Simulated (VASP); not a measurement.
# SiO2 (rutile type) (P4_2/mnm) in VASP: further runs

SiO2 (rutile type) is run at these levels: LDA; tasks: single point.

All numbers are computed with VASP 6.6.1; they aren't measurements. Logs are shortened: lines on timing, memory, paths and dates and some standing lists are left out, and cuts for length are marked.

**1. The cell of the first run**

Symmetry: P4_2/mnm, No. 136, tetragonal system. The conventional cell has a = 3.518 Å, b = 3.518 Å, c = 2.302 Å, α = 90.00°, β = 90.00°, γ = 90.00°. Si (site symmetry mmm) has 6 O at 1.48 to 1.53 Å within 2.0 Å. Within 2.2 Å of O (site symmetry m2m) lie 3 Si at 1.48 to 1.53 Å and 9 O at 2.01 to 2.13 Å.

**2. Single point, LDA**

The input, INCAR:

```
PREC     = Accurate       # precision mode
ENCUT    = 600            # plane-wave cutoff, eV
EDIFF    = 1E-6           # SCF threshold, eV
ISMEAR   = -1             # smearing method
SIGMA    = 0.08           # smearing width, eV
LREAL    = False          # projectors in reciprocal space
LASPH    = True           # aspherical terms in the spheres
NELM     = 120            # most SCF steps
ALGO     = Normal         # electronic algorithm
ISIF     = 2              # what is computed and relaxed
LWAVE    = False          # write WAVECAR
LCHARG   = True           # write CHGCAR
LELF     = True           # ELF
LVHAR    = True         
NBANDS   = 25             # bands
GGA_COMPAT= False
```

The input, KPOINTS:

```
regular mesh
0
Gamma
  8 8 11
```

The input, POSCAR:

```
SiO2
1.0
    3.5179576180      0.0000000000      0.0000000000
    0.0000000000      3.5179576180      0.0000000000
    0.0000000000      0.0000000000      2.3016517546
Si O
2 4
Direct
    0.0000000000      0.0000000000      0.0000000000
    0.5000000000      0.5000000000      0.5000000000
    0.2981098298      0.2981098298      0.0000000000
    0.7018901702      0.7018901702      0.0000000000
    0.7981098298      0.2018901702      0.5000000000
    0.2018901702      0.7981098298      0.5000000000
```

Potentials or basis: VASP PAW LDA potentials, release 64 (Si, O).

Started as:

```console
$ cat potpaw_LDA.64/Si/POTCAR potpaw_LDA.64/O/POTCAR > POTCAR
$ mpirun -np 1 vasp_std > vasp.out
```

OUTCAR:

```text
PREC = Accurate
   ENCUT = 600
   EDIFF = 1E-6
   ISMEAR = -1
   LREAL = False
   LASPH = True
   NELM = 120
   ISIF = 2

 ion  position               nearest neighbor table
   1  0.000  0.000  0.000-   3 1.48   4 1.48   5 1.53   6 1.53   5 1.53   6 1.53   2 2.74   2 2.74
                             2 2.74   2 2.74   2 2.74   2 2.74   2 2.74   2 2.74
   2  0.500  0.500  0.500-   5 1.48   6 1.48   3 1.53   4 1.53   3 1.53   4 1.53   1 2.74   1 2.74
                             1 2.74   1 2.74   1 2.74   1 2.74   1 2.74   1 2.74
   3  0.298  0.298  0.000-   1 1.48   2 1.53   2 1.53
   4  0.702  0.702  0.000-   1 1.48   2 1.53   2 1.53
   5  0.798  0.202  0.500-   2 1.48   1 1.53   1 1.53
   6  0.202  0.798  0.500-   2 1.48   1 1.53   1 1.53

  LATTYP: Found a simple tetragonal cell.
 ALAT       =     3.5179576180
 C/A-ratio  =     0.6542579543

  Lattice vectors:

 A1 = (   3.5179576180,   0.0000000000,   0.0000000000)
 A2 = (   0.0000000000,   3.5179576180,   0.0000000000)
 A3 = (   0.0000000000,   0.0000000000,   2.3016517546)

Analysis of symmetry for initial positions (statically):
=====================================================================
 Subroutine PRICEL returns:
 Original cell was already a primitive cell.

 Routine SETGRP: Setting up the symmetry group for a
 simple tetragonal supercell.

 Subroutine GETGRP returns: Found 16 space group operations
 (whereof  8 operations were pure point group operations)
 out of a pool of 16 trial point group operations.

The static configuration has the point symmetry D_2h.
 The point group associated with its full space group is D_4h.

Analysis of symmetry for dynamics (positions and initial velocities):
=====================================================================
 Subroutine PRICEL returns:
 Original cell was already a primitive cell.

 Routine SETGRP: Setting up the symmetry group for a
 simple tetragonal supercell.

 Subroutine GETGRP returns: Found 16 space group operations
 (whereof  8 operations were pure point group operations)
 out of a pool of 16 trial point group operations.

The dynamic configuration has the point symmetry D_2h.
 The point group associated with its full space group is D_4h.

 Subroutine INISYM returns: Found 16 space group operations
 (whereof  8 operations are pure point group operations),
 and found     1 'primitive' translations

----------------------------------------------------------------------------------------

[... 97 lines left out ...]
   LASPH  =      T    aspherical Exc in radial PAW
   ENCUT  =  600.0 eV  44.10 Ry    6.64 a.u.   7.03  7.03  4.60*2*pi/ulx,y,z
   NELM   =    120;   NELMIN=  2; NELMDL= -5     # of ELM steps
   EDIFF  = 0.1E-05   stopping-criterion for ELM
   LREAL  =      F    real-space projection
   EDIFFG = 0.1E-04   stopping-criterion for IOM
   NSW    =      0    number of steps for IOM
   IBRION =     -1    ionic relax: 0-MD 1-quasi-New 2-CG
   NFREE  =      0    steps in history (QN), initial steepest desc. (CG)
   ISIF   =      2    stress and relaxation
   ISYM   =      2    0-nonsym 1-usesym 2-fastsym
   POTIM  = 0.5000    time-step for ionic-motion
   TEBEG  =    0.0;   TEEND  =   0.0 temperature during run
   PSTRESS=    0.0 pullay stress
   NELECT =      32.0000    total number of electrons
   NUPDOWN=      -1.0000    fix difference up-down
   EMIN   =  10.00;   EMAX   =-10.00  energy-range for DOS
   EFERMI =   0.00;   METHOD = LEGACY
   ISMEAR =    -1;   SIGMA  =   0.08  broadening in eV -4-tet -1-fermi 0-gaus
   EFERMI_NEDOS =   21; number of points for ismear=-14 and -15
   IALGO  =     38    algorithm
   IMIX   =      4    mixing-type and parameters
     AMIX     =   0.40;   BMIX     =  1.00
     AMIX_MAG =   1.60;   BMIX_MAG =  1.00
  volume/ion in A,a.u.               =       4.75        32.04
  Fermi-wavevector in a.u.,A,eV,Ry     =   1.701837  3.216005 39.405848  2.896248
  Thomas-Fermi vector in A             =   2.781716
   LORBIT       =      0    0 simple, 1 ext, 2 COOP (PROOUT), +10 PAW based schemes
   GGA     = CA    functional components
   LHFCALC =     F    Hartree Fock is set to
   AEXX    =    0.0000 exact exchange contribution
   IVDW    =     0    specifies the selected vdW correction
   LEPSILON=     F    determine dielectric tensor
   LRPA    =     F    only Hartree local field effects (RPA)
 non-spin polarized calculation
  energy-cutoff  :      600.00
  volume of cell :       28.49
 maximum number of plane-waves:       970
   NGX = 15   NGY = 15   NGZ =  9

 number of electron      32.0000011 magnetization

 Free energy of the ion-electron system (eV)
  ---------------------------------------------------
  ext. energy  EPLUGINS =         0.00000000
  ---------------------------------------------------
  free energy    TOTEN  =       -36.80742400 eV

  energy without entropy =      -36.80742400  energy(sigma->0) =      -36.80742400

 E-fermi :  18.2666     XC(G=0): -15.4443

 val. band max:       16.7555878740   @ k =   0.0000   0.0000   0.0000
 cond. band min:      23.5608956797   @ k =   0.0000   0.0000   0.0000
 fundamental gap:      6.8053078057
 Fermi energy:        18.2665675861

 k-point     1 :       0.0000    0.0000    0.0000
  band No.  band energies     occupation
      1     -12.1096      2.00000
      2      -5.3475      2.00000
      3      -5.3475      2.00000
      4      -4.2403      2.00000
      5       1.9347      2.00000
      6       4.6418      2.00000
[... 661 lines left out ...]
     24      34.1170      0.00000
     25      36.9583      0.00000

 [... further k-points ...]
[... 5 lines left out ...]
  --------------------------------------------------------------------------------------
  -------------------------------------------------------------------------------------
  Total       73.1569343     73.1569343     73.5867909     -0.0000000      0.0000000      0.0000000
  in kB     4114.7671069   4114.7671069   4138.9447173     -0.0000000      0.0000000      0.0000000
  external PRESSURE =    4122.8263104 kB  Pullay stress =       0.0000000 kB

 VOLUME and BASIS-vectors are now :
 -----------------------------------------------------------------------------
  energy-cutoff  :      600.00
  volume of cell :       28.49
      direct lattice vectors                 reciprocal lattice vectors
     3.517957618  0.000000000  0.000000000     0.284255841  0.000000000  0.000000000
     0.000000000  3.517957618  0.000000000     0.000000000  0.284255841  0.000000000
     0.000000000  0.000000000  2.301651755     0.000000000  0.000000000  0.434470592

 POSITION                                       TOTAL-FORCE (eV/Angst)
 -----------------------------------------------------------------------------------
      0.00000      0.00000      0.00000         0.000000     -0.000000      0.000000
      1.75898      1.75898      1.15083         0.000000     -0.000000      0.000000
      1.04874      1.04874      0.00000        -0.051971     -0.051971      0.000000
      2.46922      2.46922      0.00000         0.051971      0.051971      0.000000
      2.80772      0.71024      1.15083        -0.051971      0.051971      0.000000
      0.71024      2.80772      1.15083         0.051971     -0.051971      0.000000
 -----------------------------------------------------------------------------------
    total drift:                                0.000000      0.000000      0.000000

  FREE ENERGIE OF THE ION-ELECTRON SYSTEM (eV)
  ---------------------------------------------------
  free  energy   TOTEN  =       -36.8074239966 eV

  energy  without entropy=      -36.8074239966  energy(sigma->0) =      -36.80742400
```

stdout:

```text
POSCAR found type information on POSCAR SiO
 POSCAR found :  2 types and       6 ions
 scaLAPACK will be used
 LDA part: xc-table for (Slater(with rela. corr.)+CA(PZ))
 , standard interpolation
 POSCAR, INCAR and KPOINTS ok, starting setup
 FFT: planning ... GRIDC
 FFT: planning ... GRID_SOFT
 FFT: planning ... GRID
 WAVECAR not read
 entering main loop
```

It took 68 s on 1 thread of Intel Xeon 8259CL, shared host; peak memory 0.17 GiB.

What came out:

| Item | Value |
| --- | --- |
| Free energy | -36.8074 eV |
| Pressure | 412.3 GPa |
| Largest force | 0.073 eV/Å |
| Band gap on the k mesh | 6.81 eV |

Forces on the atoms (eV/Å):
```
Si   0.000  0.000  0.000
Si   0.000  0.000  0.000
O   -0.052 -0.052  0.000
O    0.052  0.052  0.000
O   -0.052  0.052  0.000
O    0.052 -0.052  0.000
```

Caveat: the cell stands under pressure; an odd mesh through Γ misses points on the zone boundary, where band edges can lie.

**3. Single point, LDA (4.75 Å³/atom)**

The input, INCAR:

```
SYSTEM = SiO2
PREC = Accurate
ENCUT = 600
EDIFF = 1E-6
ISMEAR = -1
SIGMA = 0.08
LREAL = .FALSE.
LASPH = .TRUE.
NELM = 120
ALGO = Normal
ISIF = 2
LWAVE = .FALSE.
LCHARG = .FALSE.
NBANDS = 25
GGA_COMPAT = .FALSE.
```

The input, KPOINTS:

```
regular mesh
0
G
  8 8 11
  0 0 0
```

POSCAR is that of step 2.

Potentials or basis: VASP PAW LDA potentials, release 64 (Si, O).

Started as:

```console
$ cat potpaw_LDA.64/Si/POTCAR potpaw_LDA.64/O/POTCAR > POTCAR
$ mpirun -np 1 vasp_std > vasp.out
```

Wall time 79 s (1 thread of Intel Xeon 8259CL, shared host); peak memory 0.16 GiB.

It converged, with:

| Item | Value |
| --- | --- |
| Free energy | -36.8074 eV |
| Pressure | 412.3 GPa |
| Largest force | 0.073 eV/Å |
| Band gap on the k mesh | 6.81 eV |

Forces in eV/Å, atoms in the order of the input:
```
Si   0.000  0.000  0.000
Si   0.000  0.000  0.000
O   -0.052 -0.052  0.000
O    0.052  0.052  0.000
O   -0.052  0.052  0.000
O    0.052 -0.052  0.000
```

Stress tensor (GPa, compression positive):
```
411.48   0.00   0.00
  0.00 411.48   0.00
  0.00   0.00 413.89
```

Levels at points of the mesh, in eV from the valence-band top:
```
           k point  band 12  band 13  band 14  band 15  band 16  band 17  band 18  band 19  band 20  band 21
(0.00, 0.00, 0.00)    -5.14    -2.69    -1.25    -1.25     0.00     6.81    11.63    12.06    12.06    15.55
(0.50, 0.00, 0.00)    -6.37    -3.96    -3.96    -1.58    -1.58    10.41    10.41    13.83    13.83    15.49
(0.50, 0.50, 0.00)    -5.51    -4.51    -4.51    -4.47    -4.47    11.30    11.30    14.34    14.34    15.74
```

Caveat: the cell stands under pressure; an odd mesh through Γ misses points on the zone boundary, where band edges can lie.
